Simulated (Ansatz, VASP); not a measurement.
Al3H: VASP beside Ansatz

Contents of INCAR:

```
PREC     = Accurate       # precision mode
ENCUT    = 520            # plane-wave cutoff, eV
EDIFF    = 1E-7           # SCF threshold, eV
ISMEAR   = 0              # smearing method
SIGMA    = 0.2            # smearing width, eV
LREAL    = False          # projectors in reciprocal space
LASPH    = True           # aspherical terms in the spheres
NELM     = 100            # most SCF steps
ALGO     = Normal         # electronic algorithm
ISIF     = 2              # what is computed and relaxed
LWAVE    = False          # write WAVECAR
LCHARG   = False          # write CHGCAR
GGA      = PE             # functional
NBANDS   = 20             # bands
```

KPOINTS

```
regular mesh
0
Gamma
  4 6 6
```

POSCAR

```
Al3H
1.0
    0.0000000000      0.0000000000      5.3616831306
    5.3825838953      0.0000000000      0.0000000000
   -2.6912919476      4.6614543913      0.0000000000
Al H
6 2
Direct
    0.2500000000      0.5000000000      0.0000000000
    0.7500000000      0.5000000000      0.0000000000
    0.2500000000      1.0000000000      0.5000000000
    0.7500000000      1.0000000000      0.5000000000
    0.2500000000      0.5000000000      0.5000000000
    0.7500000000      0.5000000000      0.5000000000
    0.5000000000      0.0000000000      0.0000000000
    0.0000000000      1.0000000000      0.0000000000
```

Input for Ansatz:

```yaml
crystal:
  lattice:
    - [0.0, 0.0, 5.3616831306]
    - [5.3825838953, 0.0, 0.0]
    - [-2.6912919476, 4.6614543913, 0.0]
  atoms:
    - { symbol: Al, position: [0.25, 0.5, 0.0] }
    - { symbol: Al, position: [0.75, 0.5, 0.0] }
    - { symbol: Al, position: [0.25, 1.0, 0.5] }
    - { symbol: Al, position: [0.75, 1.0, 0.5] }
    - { symbol: Al, position: [0.25, 0.5, 0.5] }
    - { symbol: Al, position: [0.75, 0.5, 0.5] }
    - { symbol: H, position: [0.5, 0.0, 0.0] }
    - { symbol: H, position: [0.0, 1.0, 0.0] }
basis:
  ecutwfc: 420
kpoints:
  mp_grid: { grid: [4, 6, 6] }
hamiltonian:
  xc: pbe
scf:
  occupations: { method: gaussian, width: 0.2 }
  lower_state_search: "off"
output:
  forces: true
  stress: true
  eigenvalues: true
```

Alike in both runs: task single point; functional PBE; k mesh 4 × 6 × 6; occupations gaussian, width 0.2 eV; no spin polarisation.

|  | VASP | Ansatz |
| --- | --- | --- |
| version | VASP 6.6.1 | Ansatz 0.2.0 |
| potentials or method | VASP PAW PBE potentials, release 64 (Al, H), cutoff 520 eV | scalar-relativistic, plane waves, PAW |
| valence electrons in the cell | 20 | 20 |

|  | VASP | Ansatz | Ansatz less VASP |
| --- | --- | --- | --- |
| gap on the k mesh at the Fermi level (eV) | none | none | - |
| pressure (GPa) | 0.0 | 0.0 | +0.03 |
| traceless stress, the component that is largest in VASP (GPa) | 0.63 | 0.63 | -0.002 |

A gap of «none» marks a metal or a gap that the smearing closes.
